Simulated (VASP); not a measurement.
# Pt (Fm-3m) in VASP: single point with r2SCAN

Aim: the single point of Pt with r2SCAN.

All numbers are computed with VASP 6.6.1; they aren't measurements. Logs are shortened: lines on timing, memory, paths and dates and some standing lists are left out, and cuts for length are marked.

### 1 The cell of the first run

Symmetry: Fm-3m, No. 225, cubic system. Conventional cell: a = 3.918 Å, b = 3.918 Å, c = 3.918 Å, α = 90.00°, β = 90.00°, γ = 90.00°. Pt (site symmetry m-3m) has 12 Pt at 2.77 Å within 3.7 Å.

### 2 Single point, r2SCAN

POSCAR reads:

```
Pt
1.0
    0.0000000000      1.9589238156      1.9589238156
    1.9589238156      0.0000000000      1.9589238156
    1.9589238156      1.9589238156      0.0000000000
Pt
1
Direct
    0.0000000000      0.0000000000      0.0000000000
```

INCAR.step1 reads:

```
SYSTEM = Pt
PREC = Accurate
ENCUT = 550
ISMEAR = 0
SIGMA = 0.1
LREAL = .FALSE.
LASPH = .TRUE.
NELM = 120
NBANDS = 11
GGA = PE
ALGO = Normal
EDIFF = 1E-5
LWAVE = .TRUE.
LCHARG = .FALSE.
GGA_COMPAT = .FALSE.
```

INCAR.step2 reads:

```
SYSTEM = Pt
PREC = Accurate
ENCUT = 550
EDIFF = 1E-6
ISMEAR = 0
SIGMA = 0.1
LREAL = .FALSE.
LASPH = .TRUE.
NELM = 120
ALGO = Normal
ISIF = 2
LWAVE = .FALSE.
LCHARG = .TRUE.
METAGGA = R2SCAN
LMIXTAU = .TRUE.
LELF = .TRUE.
LVHAR = .TRUE.
NBANDS = 11
ISTART = 1
GGA_COMPAT = .FALSE.
```

KPOINTS reads:

```
Automatic mesh
0
G
  18 18 18
  0 0 0
```

Potentials or basis: VASP PAW PBE potentials, release 64 (Pt).

Command:

```
> cat potpaw_PBE.64/Pt/POTCAR > POTCAR
> cp INCAR.step1 INCAR
> mpirun -np 1 vasp_std > vasp.out
> cp INCAR.step2 INCAR
> mpirun -np 1 vasp_std > vasp.out
```

OUTCAR:

```text
SYSTEM = Pt
   PREC = Accurate
   ENCUT = 550
   EDIFF = 1E-6
   ISMEAR = 0
   LREAL = .FALSE.
   LASPH = .TRUE.
   NELM = 120
   ISIF = 2
   METAGGA = R2SCAN
   ISTART = 1

 ion  position               nearest neighbor table
   1  0.000  0.000  0.000-

  LATTYP: Found a face centered cubic cell.
 ALAT       =     3.9178476312

  Lattice vectors:

 A1 = (   0.0000000000,   1.9589238156,   1.9589238156)
 A2 = (   1.9589238156,   0.0000000000,   1.9589238156)
 A3 = (   1.9589238156,   1.9589238156,   0.0000000000)

Analysis of symmetry for initial positions (statically):
=====================================================================
 Subroutine PRICEL returns:
 Original cell was already a primitive cell.

 Routine SETGRP: Setting up the symmetry group for a
 face centered cubic supercell.

 Subroutine GETGRP returns: Found 48 space group operations
 (whereof 48 operations were pure point group operations)
 out of a pool of 48 trial point group operations.

The static configuration has the point symmetry O_h .

Analysis of symmetry for dynamics (positions and initial velocities):
=====================================================================
 Subroutine PRICEL returns:
 Original cell was already a primitive cell.

 Routine SETGRP: Setting up the symmetry group for a
 face centered cubic supercell.

 Subroutine GETGRP returns: Found 48 space group operations
 (whereof 48 operations were pure point group operations)
 out of a pool of 48 trial point group operations.

The dynamic configuration has the point symmetry O_h .

 Subroutine INISYM returns: Found 48 space group operations
 (whereof 48 operations are pure point group operations),
 and found     1 'primitive' translations

----------------------------------------------------------------------------------------

                                     Primitive cell

  volume of cell :      15.0343

  direct lattice vectors                    reciprocal lattice vectors
     0.000000000  1.958923816  1.958923816    -0.255242188  0.255242188  0.255242188
     1.958923816  0.000000000  1.958923816     0.255242188 -0.255242188  0.255242188
     1.958923816  1.958923816  0.000000000     0.255242188  0.255242188 -0.255242188

  length of vectors
     2.770336628  2.770336628  2.770336628     0.442092437  0.442092437  0.442092437

  position of ions in fractional coordinates (direct lattice)
     0.000000000  0.000000000  0.000000000

  ion indices of the primitive-cell ions
   primitive index   ion index
                 1           1

[... 74 lines left out ...]
   NSW    =      0    number of steps for IOM
   IBRION =     -1    ionic relax: 0-MD 1-quasi-New 2-CG
   NFREE  =      0    steps in history (QN), initial steepest desc. (CG)
   ISIF   =      2    stress and relaxation
   ISYM   =      2    0-nonsym 1-usesym 2-fastsym
   POTIM  = 0.5000    time-step for ionic-motion
   TEBEG  =    0.0;   TEEND  =   0.0 temperature during run
   PSTRESS=    0.0 pullay stress
   NELECT =      10.0000    total number of electrons
   NUPDOWN=      -1.0000    fix difference up-down
   EMIN   =  10.00;   EMAX   =-10.00  energy-range for DOS
[... 5 lines left out ...]
     AMIX     =   0.40;   BMIX     =  1.00
     AMIX_MAG =   1.60;   BMIX_MAG =  1.00
  volume/ion in A,a.u.               =      15.03       101.46
  Fermi-wavevector in a.u.,A,eV,Ry     =   1.429050  2.700512 27.785581  2.042183
  Thomas-Fermi vector in A             =   2.549045
   LORBIT       =      0    0 simple, 1 ext, 2 COOP (PROOUT), +10 PAW based schemes
   METAGGA = R2SCAN    functional components
   LHFCALC =     F    Hartree Fock is set to
   AEXX    =    0.0000 exact exchange contribution
   IVDW    =     0    specifies the selected vdW correction
   LEPSILON=     F    determine dielectric tensor
   LRPA    =     F    only Hartree local field effects (RPA)
 non-spin polarized calculation
 Gauss-broadening in eV      SIGMA  =   0.10
  energy-cutoff  :      550.00
  volume of cell :       15.03
 maximum number of plane-waves:       459
 NGX is ok and might be reduce to    24
   NGX = 11   NGY = 11   NGZ = 11

 number of electron      10.0000000 magnetization

 Free energy of the ion-electron system (eV)
  ---------------------------------------------------
  ext. energy  EPLUGINS =         0.00000000
  ---------------------------------------------------
  free energy    TOTEN  =       -51.49607970 eV

  energy without entropy =      -51.48599734  energy(sigma->0) =      -51.49103852

 E-fermi :  11.0778     XC(G=0): -14.6581

 val. band max:       11.0773806050   @ k =   0.4444   0.1111   0.0000
 cond. band min:      11.0779569794   @ k =  -0.2778   0.3889   0.1667
 fundamental gap:      0.0005763744
 Fermi energy:        11.0777845411

 k-point     1 :       0.0000    0.0000    0.0000
  band No.  band energies     occupation
      1       0.5416      2.00000
      2       7.1380      2.00000
      3       7.1380      2.00000
      4       7.1380      2.00000
      5       9.3155      2.00000
      6       9.3155      2.00000
      7      26.5476      0.00000
      8      31.7384      0.00000
      9      31.7384      0.00000
     10      31.7384      0.00000
     11      37.6261      0.00000
[... 309 lines left out ...]
 k-point    24 :      -0.2222    0.0556    0.0000
  band No.  band energies     occupation
      1       2.6636      2.00000
      2       6.6436      2.00000
      3       7.5333      2.00000
      4       7.6014      2.00000
      5       9.1391      2.00000
      6       9.8494      2.00000
      7      25.5801      0.00000
      8      28.5216      0.00000
      9      33.1982      0.00000
     10      34.7658      0.00000
     11      35.9923      0.00000

 [... further k-points ...]

------------------------ aborting loop because EDIFF is reached ----------------------------------------

  FORCE on cell =-STRESS in cart. coord.  units (eV):
  Direction    XX          YY          ZZ          XY          YZ          ZX
  --------------------------------------------------------------------------------------
  -------------------------------------------------------------------------------------
  Total        0.5310149      0.5310149      0.5310149      0.0000000      0.0000000      0.0000000
  in kB       56.5893419     56.5893419     56.5893419      0.0000000      0.0000000      0.0000000
  external PRESSURE =      56.5893419 kB  Pullay stress =       0.0000000 kB

 VOLUME and BASIS-vectors are now :
 -----------------------------------------------------------------------------
  energy-cutoff  :      550.00
  volume of cell :       15.03
      direct lattice vectors                 reciprocal lattice vectors
     0.000000000  1.958923816  1.958923816    -0.255242188  0.255242188  0.255242188
     1.958923816  0.000000000  1.958923816     0.255242188 -0.255242188  0.255242188
     1.958923816  1.958923816  0.000000000     0.255242188  0.255242188 -0.255242188

 POSITION                                       TOTAL-FORCE (eV/Angst)
 -----------------------------------------------------------------------------------
      0.00000      0.00000      0.00000         0.000000      0.000000      0.000000
 -----------------------------------------------------------------------------------
    total drift:                               -0.000000      0.000000     -0.000000

  FREE ENERGIE OF THE ION-ELECTRON SYSTEM (eV)
  ---------------------------------------------------
  free  energy   TOTEN  =       -51.4960796966 eV

  energy  without entropy=      -51.4859973354  energy(sigma->0) =      -51.49103852
```

OSZICAR.step1:

```text
N       E                     dE             d eps       ncg     rms          rms(c)
DAV:   1     0.418081330799E+02    0.41808E+02   -0.55050E+03  4346   0.887E+02
DAV:   2    -0.580418099577E+01   -0.47612E+02   -0.45731E+02  4910   0.181E+02
DAV:   3    -0.645690995630E+01   -0.65273E+00   -0.64858E+00  5007   0.203E+01
DAV:   4    -0.645948449509E+01   -0.25745E-02   -0.25744E-02  4964   0.151E+00
DAV:   5    -0.645950479954E+01   -0.20304E-04   -0.20304E-04  5037   0.123E-01    0.131E+01
DAV:   6    -0.612474339921E+01    0.33476E+00   -0.74637E-01  4650   0.692E+00    0.691E+00
DAV:   7    -0.608512147097E+01    0.39622E-01   -0.14711E-01  4941   0.299E+00    0.253E+00
DAV:   8    -0.608176236222E+01    0.33591E-02   -0.71700E-03  4686   0.732E-01    0.593E-01
DAV:   9    -0.608151603482E+01    0.24633E-03   -0.25067E-04  4779   0.138E-01    0.445E-02
DAV:  10    -0.608151936876E+01   -0.33339E-05   -0.50462E-06  3044   0.176E-02
   1 F= -.60815194E+01 E0= -.60762122E+01  d E =-.106144E-01
```

Run time: 2.4 min. Hardware: 1 thread of Intel Xeon 8259CL, shared host; peak memory 0.17 GiB.

Results:

```
Free energy            : -51.4961 eV
Pressure               : 5.7 GPa
Band gap on the k mesh : zero (band 5 reaches 11.60 eV, above the bottom of band 6 at 9.21 eV)
```

Caveat: the PAW data sets were made with another functional, which shifts forces and pressure a little; spin-orbit coupling is left out, which moves the levels of the heavy elements.
